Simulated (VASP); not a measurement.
# Os (P6_3/mmc) in VASP: notebook

The runs below take Os through single point, relaxation of cell and atoms, with LDA.

Everything below comes from runs of VASP 6.6.1. Logs are shortened: lines on timing, memory, paths and dates and some standing lists are left out, and cuts for length are marked.

**1. The cell of the first run**

Symmetry: P6_3/mmc, No. 194, hexagonal system. The conventional cell has a = 2.746 Å, b = 2.746 Å, c = 4.326 Å, α = 90.00°, β = 90.00°, γ = 120.00°. Os (site symmetry -6m2) has 12 Os at 2.68 to 2.75 Å within 3.5 Å.

**2. Single point, LDA**

INCAR reads:

```
PREC     = Accurate       # precision mode
ENCUT    = 520            # plane-wave cutoff, eV
EDIFF    = 1E-6           # SCF threshold, eV
ISMEAR   = 0              # smearing method
SIGMA    = 0.1            # smearing width, eV
LREAL    = F              # projectors in reciprocal space
LASPH    = T              # aspherical terms in the spheres
NELM     = 80             # most SCF steps
ALGO     = Normal         # electronic algorithm
ISIF     = 2              # what is computed and relaxed
LWAVE    = F              # write WAVECAR
LCHARG   = T              # write CHGCAR
GGA      = CA             # functional
LELF     = T              # ELF
LVHAR    = T            
NBANDS   = 15             # bands
```

KPOINTS reads:

```
Automatic mesh
0
Gamma
  9 9 4
```

POSCAR reads:

```
Os
1.0
    2.7461342300      0.0000000000      0.0000000000
   -1.3730671200      2.3782220100      0.0000000000
    0.0000000000      0.0000000000      4.3263142200
Os
2
Direct
    0.3333333300      0.6666666700      0.2500000000
    0.6666666700      0.3333333300      0.7500000000
```

Potentials or basis: VASP PAW LDA potentials, release 64 (Os).

Command:

```sh
$ cat potpaw_LDA.64/Os/POTCAR > POTCAR
$ mpirun -np 1 vasp_std > vasp.out
```

OUTCAR:

```text
PREC = Accurate
   ENCUT = 520
   EDIFF = 1E-6
   ISMEAR = 0
   LREAL = F
   LASPH = T
   NELM = 80
   ISIF = 2
   GGA = CA

 ion  position               nearest neighbor table
   1  0.333  0.667  0.250-   2 2.68   2 2.68   2 2.68   2 2.68   2 2.68   2 2.68
   2  0.667  0.333  0.750-   1 2.68   1 2.68   1 2.68   1 2.68   1 2.68   1 2.68

  LATTYP: Found a hexagonal cell.
 ALAT       =     2.7461342300
 C/A-ratio  =     1.5754197929

  Lattice vectors:

 A1 = (   2.7461342300,   0.0000000000,   0.0000000000)
 A2 = (  -1.3730671200,   2.3782220100,   0.0000000000)
 A3 = (   0.0000000000,   0.0000000000,   4.3263142200)

Analysis of symmetry for initial positions (statically):
=====================================================================
 Subroutine PRICEL returns:
 Original cell was already a primitive cell.

 Routine SETGRP: Setting up the symmetry group for a
 hexagonal supercell.

 Subroutine GETGRP returns: Found 24 space group operations
 (whereof 12 operations were pure point group operations)
 out of a pool of 24 trial point group operations.

The static configuration has the point symmetry D_3d.
 The point group associated with its full space group is D_6h.

Analysis of symmetry for dynamics (positions and initial velocities):
=====================================================================
 Subroutine PRICEL returns:
 Original cell was already a primitive cell.

 Routine SETGRP: Setting up the symmetry group for a
 hexagonal supercell.

 Subroutine GETGRP returns: Found 24 space group operations
 (whereof 12 operations were pure point group operations)
 out of a pool of 24 trial point group operations.

The dynamic configuration has the point symmetry D_3d.
 The point group associated with its full space group is D_6h.

 Subroutine INISYM returns: Found 24 space group operations
 (whereof 12 operations are pure point group operations),
 and found     1 'primitive' translations

----------------------------------------------------------------------------------------

                                     Primitive cell

  volume of cell :      28.2548

  direct lattice vectors                    reciprocal lattice vectors
     2.746134230  0.000000000  0.000000000     0.364148259  0.210241096  0.000000000
    -1.373067120  2.378222010  0.000000000     0.000000000  0.420482190  0.000000000
     0.000000000  0.000000000  4.326314220     0.000000000  0.000000000  0.231143636

  length of vectors
     2.746134230  2.746134236  4.326314220     0.420482191  0.420482190  0.231143636

  position of ions in fractional coordinates (direct lattice)
     0.333333330  0.666666670  0.250000000
     0.666666670  0.333333330  0.750000000

  ion indices of the primitive-cell ions
   primitive index   ion index
                 1           1
                 2           2

----------------------------------------------------------------------------------------

 KPOINTS: Automatic mesh

Automatic generation of k-mesh.
 Grid dimensions read from file:
 generate k-points for:    9    9    4

 Generating k-lattice:

  Cartesian coordinates                     Fractional coordinates (reciprocal lattice)
     0.040460918  0.023360122  0.000000000     0.111111111 -0.000000000  0.000000000
     0.000000000  0.046720243  0.000000000     0.000000000  0.111111111  0.000000000
     0.000000000  0.000000000  0.057785909     0.000000000  0.000000000  0.250000000

  Length of vectors
     0.046720243  0.046720243  0.057785909

  Shift w.r.t. Gamma in fractional coordinates (k-lattice)
     0.000000000  0.000000000  0.000000000

 Subroutine IBZKPT returns following result:
 ===========================================

 Found     36 irreducible k-points:

 Following reciprocal coordinates:
            Coordinates               Weight
  0.000000  0.000000  0.000000      1.000000
  0.111111  0.000000  0.000000      6.000000
  0.222222  0.000000  0.000000      6.000000
  0.333333  0.000000  0.000000      6.000000
  0.444444  0.000000  0.000000      6.000000
  0.111111  0.111111  0.000000      6.000000
[... 16 lines left out ...]
  0.333333  0.222222  0.250000     24.000000
  0.333333  0.333333  0.250000      4.000000
 [... further k-points ...]
   k-points           NKPTS =     36   k-points in BZ     NKDIM =     36   number of bands    NBANDS=     15
   number of dos      NEDOS =    301   number of ions     NIONS =      2
   total plane-waves  NPLWV =  12800
   dimension x,y,z NGX =    20 NGY =   20 NGZ =   32
   dimension x,y,z NGXF=    40 NGYF=   40 NGZF=   64
   ions per type =               2
   NGX,Y,Z   is equivalent  to a cutoff of  12.11, 12.11, 12.30 a.u.
   NGXF,Y,Z  is equivalent  to a cutoff of  24.22, 24.22, 24.59 a.u.
 SYSTEM =  unknown system
   PREC   = accura    normal or accurate (medium, high low for compatibility)
   ISTART =      0    job   : 0-new  1-cont  2-samecut
   ICHARG =      2    charge: 1-file 2-atom 10-const
   ISPIN  =      1    spin polarized calculation?
   LNONCOLLINEAR =      F non collinear calculations
   LSORBIT =      F    spin-orbit coupling
   LASPH  =      T    aspherical Exc in radial PAW
   ENCUT  =  520.0 eV  38.22 Ry    6.18 a.u.   5.11  5.11  8.04*2*pi/ulx,y,z
   NELM   =     80;   NELMIN=  2; NELMDL= -5     # of ELM steps
   EDIFF  = 0.1E-05   stopping-criterion for ELM
   LREAL  =      F    real-space projection
   EDIFFG = 0.1E-04   stopping-criterion for IOM
   NSW    =      0    number of steps for IOM
   IBRION =     -1    ionic relax: 0-MD 1-quasi-New 2-CG
   NFREE  =      0    steps in history (QN), initial steepest desc. (CG)
   ISIF   =      2    stress and relaxation
   ISYM   =      2    0-nonsym 1-usesym 2-fastsym
   POTIM  = 0.5000    time-step for ionic-motion
   TEBEG  =    0.0;   TEEND  =   0.0 temperature during run
   PSTRESS=    0.0 pullay stress
   NELECT =      16.0000    total number of electrons
   NUPDOWN=      -1.0000    fix difference up-down
   EMIN   =  10.00;   EMAX   =-10.00  energy-range for DOS
   EFERMI =   0.00;   METHOD = LEGACY
   ISMEAR =     0;   SIGMA  =   0.10  broadening in eV -4-tet -1-fermi 0-gaus
   EFERMI_NEDOS =   21; number of points for ismear=-14 and -15
   IALGO  =     38    algorithm
   IMIX   =      4    mixing-type and parameters
     AMIX     =   0.40;   BMIX     =  1.00
     AMIX_MAG =   1.60;   BMIX_MAG =  1.00
  volume/ion in A,a.u.               =      14.13        95.34
  Fermi-wavevector in a.u.,A,eV,Ry     =   1.354412  2.559467 24.958956  1.834432
  Thomas-Fermi vector in A             =   2.481586
   LORBIT       =      0    0 simple, 1 ext, 2 COOP (PROOUT), +10 PAW based schemes
   GGA     = CA    functional components
   LHFCALC =     F    Hartree Fock is set to
   AEXX    =    0.0000 exact exchange contribution
   IVDW    =     0    specifies the selected vdW correction
   LEPSILON=     F    determine dielectric tensor
   LRPA    =     F    only Hartree local field effects (RPA)
 non-spin polarized calculation
 Gauss-broadening in eV      SIGMA  =   0.10
  energy-cutoff  :      520.00
  volume of cell :       28.25
 maximum number of plane-waves:       780
   NGX = 11   NGY = 11   NGZ = 17

 number of electron      15.9999999 magnetization

 Free energy of the ion-electron system (eV)
  ---------------------------------------------------
  ext. energy  EPLUGINS =         0.00000000
  ---------------------------------------------------
  free energy    TOTEN  =       -25.29435968 eV

  energy without entropy =      -25.29200921  energy(sigma->0) =      -25.29318444

 E-fermi :   9.3662     XC(G=0): -14.1268

 val. band max:        9.3556142929   @ k =   0.3333   0.0000   0.2500
 cond. band min:       9.4119889238   @ k =   0.0000   0.0000   0.0000
 fundamental gap:      0.0563746309
 Fermi energy:         9.3662168631

 k-point     1 :       0.0000    0.0000    0.0000
  band No.  band energies     occupation
      1      -1.5379      2.00000
      2       1.5728      2.00000
      3       6.2028      2.00000
      4       6.2028      2.00000
      5       6.4865      2.00000
      6       7.0345      2.00000
      7       7.0345      2.00000
      8       7.6470      2.00000
      9       7.6470      2.00000
     10       9.4120      0.51743
     11      10.8715      0.00000
     12      10.8715      0.00000
     13      18.2246      0.00000
     14      23.3531      0.00000
     15      26.0934      0.00000

 k-point     2 :       0.1111    0.0000    0.0000
  band No.  band energies     occupation
      1      -1.0520      2.00000
      2       1.9903      2.00000
      3       5.5154      2.00000
      4       6.6318      2.00000
      5       6.7371      2.00000
      6       6.9406      2.00000
      7       7.1162      2.00000
      8       7.3244      2.00000
      9       7.4340      2.00000
     10       8.0806      2.00000
     11      11.0916      0.00000
     12      13.0590      0.00000
     13      18.1696      0.00000
     14      24.2993      0.00000
     15      26.6748      0.00000

 k-point     3 :       0.2222    0.0000    0.0000
  band No.  band energies     occupation
      1       0.2249      2.00000
      2       2.7651      2.00000
      3       4.9148      2.00000
      4       5.1502      2.00000
      5       6.2799      2.00000
      6       6.6687      2.00000
      7       7.4489      2.00000
      8       7.8470      2.00000
      9       8.1516      2.00000
     10       8.5510      2.00000
     11      11.4797      0.00000
     12      16.0102      0.00000
     13      17.8820      0.00000
     14      24.1482      0.00000
     15      26.0055      0.00000
[... 343 lines left out ...]
 k-point    23 :       0.3333    0.2222    0.2500
  band No.  band energies     occupation
      1       2.6728      2.00000
      2       3.6675      2.00000
      3       3.8777      2.00000
      4       4.4843      2.00000
      5       5.6077      2.00000
      6       6.5412      2.00000
      7       7.5873      2.00000
      8       9.6284      0.00021
      9      10.3993      0.00000
     10      11.6458      0.00000
     11      14.2411      0.00000
     12      15.9063      0.00000
     13      18.5855      0.00000
     14      19.2158      0.00000
     15      21.9408      0.00000

 k-point    24 :       0.3333    0.3333    0.2500
  band No.  band energies     occupation
      1       3.3190      2.00000
      2       3.6975      2.00000
      3       3.6975      2.00000
      4       4.7397      2.00000
      5       5.8462      2.00000
      6       5.8462      2.00000
      7       7.7579      2.00000
      8       9.5989      0.00100
      9      10.8070      0.00000
     10      10.8070      0.00000
     11      15.4332      0.00000
     12      15.4332      0.00000
     13      18.0796      0.00000
     14      21.3009      0.00000
     15      21.3009      0.00000

 [... further k-points ...]

------------------------ aborting loop because EDIFF is reached ----------------------------------------

  FORCE on cell =-STRESS in cart. coord.  units (eV):
  Direction    XX          YY          ZZ          XY          YZ          ZX
  --------------------------------------------------------------------------------------
  -------------------------------------------------------------------------------------
  Total       -2.1430602     -2.1430602     -2.1738312      0.0000000     -0.0000000     -0.0000000
  in kB     -121.5213925   -121.5213929   -123.2662517      0.0000003     -0.0000000     -0.0000000
  external PRESSURE =    -122.1030123 kB  Pullay stress =       0.0000000 kB

 VOLUME and BASIS-vectors are now :
 -----------------------------------------------------------------------------
  energy-cutoff  :      520.00
  volume of cell :       28.25
      direct lattice vectors                 reciprocal lattice vectors
     2.746134230  0.000000000  0.000000000     0.364148259  0.210241096  0.000000000
    -1.373067120  2.378222010  0.000000000     0.000000000  0.420482190  0.000000000
     0.000000000  0.000000000  4.326314220     0.000000000  0.000000000  0.231143636

 POSITION                                       TOTAL-FORCE (eV/Angst)
 -----------------------------------------------------------------------------------
     -0.00000      1.58548      1.08158         0.000000      0.000000      0.000000
      1.37307      0.79274      3.24474        -0.000000      0.000000      0.000000
 -----------------------------------------------------------------------------------
    total drift:                               -0.000000      0.000000     -0.000000

  FREE ENERGIE OF THE ION-ELECTRON SYSTEM (eV)
  ---------------------------------------------------
  free  energy   TOTEN  =       -25.2943596757 eV

  energy  without entropy=      -25.2920092122  energy(sigma->0) =      -25.29318444
```

It took 18 s on 1 thread of Intel Xeon 8259CL, shared host; peak memory 0.13 GiB.

What came out:

```
Free energy            : -25.2944 eV
Pressure               : -12.2 GPa
Band gap on the k mesh : zero (bands 8 and 9 overlap by 3.77 eV)
```

Stress tensor (GPa, compression positive):
```
-12.15   0.00   0.00
  0.00 -12.15   0.00
  0.00   0.00 -12.33
```

Levels at points of the mesh, in eV from the Fermi level:
| k point | band 4 | band 5 | band 6 | band 7 | band 8 | band 9 | band 10 | band 11 | band 12 | band 13 |
| --- | --- | --- | --- | --- | --- | --- | --- | --- | --- | --- |
| (0.00, 0.00, 0.00) | -3.16 | -2.88 | -2.33 | -2.33 | -1.72 | -1.72 | 0.05 | 1.51 | 1.51 | 8.86 |
| (0.00, 0.00, 0.50) | -3.63 | -3.36 | -3.36 | -3.36 | -3.36 | 0.72 | 0.72 | 0.72 | 0.72 | 13.69 |

Caveat: the k points lie up to 0.36 Å⁻¹ apart, too coarse for converged energies and pressures of a metal; spin-orbit coupling is left out, which moves the levels of the heavy elements.

**3. Single point, LDA**

This run uses another cell than the first one, of 13.69 Å³/atom.

INCAR reads:

```
ALGO     = Fast           # electronic algorithm
EDIFF    = 1E-6           # SCF threshold, eV
ENCUT    = 520            # plane-wave cutoff, eV
GGA      = CA             # functional
ISIF     = 2              # what is computed and relaxed
ISMEAR   = 0              # smearing method
LASPH    = T              # aspherical terms in the spheres
LCHARG   = F              # write CHGCAR
LREAL    = F              # projectors in reciprocal space
LWAVE    = F              # write WAVECAR
NBANDS   = 15             # bands
NELM     = 80             # most SCF steps
PREC     = Accurate       # precision mode
SIGMA    = 0.1            # smearing width, eV
```

KPOINTS reads:

```
k-points
0
Gamma
  9 9 6
```

POSCAR reads:

```
Os
1.0
    2.7126599962      0.0000000029      0.0000000000
   -1.3563300006      2.3492324671      0.0000000000
    0.0000000000      0.0000000000      4.2950757208
Os
2
Direct
    0.3333333333      0.6666666667      0.2500000000
    0.6666666667      0.3333333333      0.7500000000
```

Potentials or basis: VASP PAW LDA potentials, release 64 (Os).

Command:

```sh
$ cat potpaw_LDA.64/Os/POTCAR > POTCAR
$ mpirun -np 1 vasp_std > vasp.out
```

Run time: 26 s. Hardware: 1 thread of Intel Xeon 8259CL, shared host; peak memory 0.14 GiB.

It converged, with:

- Free energy: -25.3182 eV
- Pressure: 1.1 GPa
- Band gap on the k mesh: zero (bands 8 and 9 overlap by 3.98 eV)

Stress tensor (GPa, compression positive):
```
1.15 0.00 0.00
0.00 1.15 0.00
0.00 0.00 1.01
```

Levels at points of the mesh, in eV from the Fermi level:
```
           k point  band 5  band 6  band 7  band 8  band 9  band 10  band 11  band 12
(0.00, 0.00, 0.00)   -2.92   -2.30   -2.30   -1.58   -1.58     0.14     1.75     1.75
(0.00, 0.00, 0.50)   -3.35   -3.35   -3.35   -3.35    0.93     0.93     0.93     0.93
```

Caveat: spin-orbit coupling is left out, which moves the levels of the heavy elements.

**4. Single point, LDA**

This run uses another cell than the first one, of 13.70 Å³/atom.

INCAR reads:

```
PREC = Accurate ; ENCUT = 520
EDIFF = 1E-6 ; ISMEAR = 0
SIGMA = 0.1 ; LREAL = F
LASPH = T ; NELM = 60
ALGO = Fast ; ISIF = 2
LWAVE = F ; LCHARG = F
NBANDS = 15
```

KPOINTS reads:

```
regular mesh
0
Gamma
  24 24 14
```

POSCAR reads:

```
Os
1.0
    2.7162815018      0.0000000029      0.0000000000
   -1.3581407534      2.3523687829      0.0000000000
    0.0000000000      0.0000000000      4.2882884189
Os
2
Direct
    0.3333333333      0.6666666667      0.2500000000
    0.6666666667      0.3333333333      0.7500000000
```

Command:

```sh
$ cat potpaw_LDA.64/Os/POTCAR > POTCAR
$ mpirun -np 1 vasp_std > vasp.out
```

Run time: 3.6 min. Hardware: 1 thread of Intel Xeon 8259CL, shared host; peak memory 0.27 GiB.

The run converged. Its results:

| Quantity | Value |
| --- | --- |
| Free energy | -25.3070 eV |
| Pressure | 0.9 GPa |
| Band gap on the k mesh | zero (bands 8 and 9 overlap by 4.00 eV) |

Stress tensor (GPa, compression positive):
```
0.95 0.00 0.00
0.00 0.95 0.00
0.00 0.00 0.83
```

Levels at points of the mesh, in eV from the Fermi level:
```csv
k point,band 4,band 5,band 6,band 7,band 8,band 9,band 10,band 11,band 12,band 13
"(0.00, 0.00, 0.00)",-3.20,-2.93,-2.33,-2.33,-1.66,-1.66,0.13,1.70,1.70,9.31
"(0.50, 0.00, 0.00)",-3.71,-2.92,-2.65,-1.96,2.06,2.64,2.78,4.54,5.87,9.54
"(0.00, 0.00, 0.50)",-3.68,-3.40,-3.40,-3.40,-3.40,0.89,0.89,0.89,0.89,13.80
"(0.50, 0.00, 0.50)",-5.52,-1.29,-1.29,-0.12,-0.12,2.41,2.41,3.40,3.40,9.36
```

Caveat: spin-orbit coupling is left out, which moves the levels of the heavy elements.

(Part 1 of 2 ends here.)

The gap in the log of VASP goes by the Fermi energy; the results here count the filled bands.